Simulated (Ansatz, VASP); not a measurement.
Two plane-wave programs on Pd

File INCAR:

```
SYSTEM = Pd
  PREC = Accurate
  ENCUT = 520
  EDIFF = 1E-8
  ISMEAR = -1
  SIGMA = 0.05
  LREAL = .FALSE.
  LASPH = .TRUE.
  NELM = 80
  ALGO = Normal
  ISIF = 2
  LWAVE = .FALSE.
  LCHARG = .FALSE.
  GGA = PE
  LEFG = .TRUE.
  NBANDS = 11
```

The input KPOINTS:

```
Automatic mesh
0
G
  18 18 18
  0 0 0
```

The input POSCAR:

```
Pd
1.0
    0.0000000000      1.9577805078      1.9577805078
    1.9577805078      0.0000000000      1.9577805078
    1.9577805078      1.9577805078      0.0000000000
Pd
1
Direct
    0.0000000000      0.0000000000      0.0000000000
```

Input for Ansatz:

```yaml
crystal:
  lattice:
    - [0.0, 1.9577805078, 1.9577805078]
    - [1.9577805078, 0.0, 1.9577805078]
    - [1.9577805078, 1.9577805078, 0.0]
  atoms:
    - { symbol: Pd, position: [0.0, 0.0, 0.0] }
kpoints:
  mp_grid: { grid: [18, 18, 18] }
scf:
  occupations: { method: fermi_dirac, width: 0.05 }
hamiltonian:
  xc: pbe
  pseudopotentials: { kind: paw }
output:
  forces: true
  stress: true
  eigenvalues: true
  efg: { contact_densities: true }
```

Change from the starting cell: volume scaled by 1.02, PAW files.

Alike in both runs: task electric field gradients; functional PBE; k mesh 18 × 18 × 18; occupations fermi-dirac, width 0.05 eV; no spin polarisation.

|  | VASP | Ansatz |
| --- | --- | --- |
| version | VASP 6.6.1 | Ansatz 0.2.0 |
| potentials or method | VASP PAW PBE potentials, release 64 (Pd) | PAW with Ansatz's default frozen-core files, scalar-relativistic |
| plane-wave cutoff (eV) | 520 | 420 |
| valence electrons in the cell | 10 | 18 |

VASP gave:

- pressure (GPa): 3.4

Task: Estimate Ansatz's values.

Result: Pressure (GPa): 3.7.

The functional is the same, so the differences come from potentials, cutoffs and numerics. VASP's potentials hold 10 valence electrons a cell and Ansatz's 18, so a difference there can come from the potentials and not from the codes.
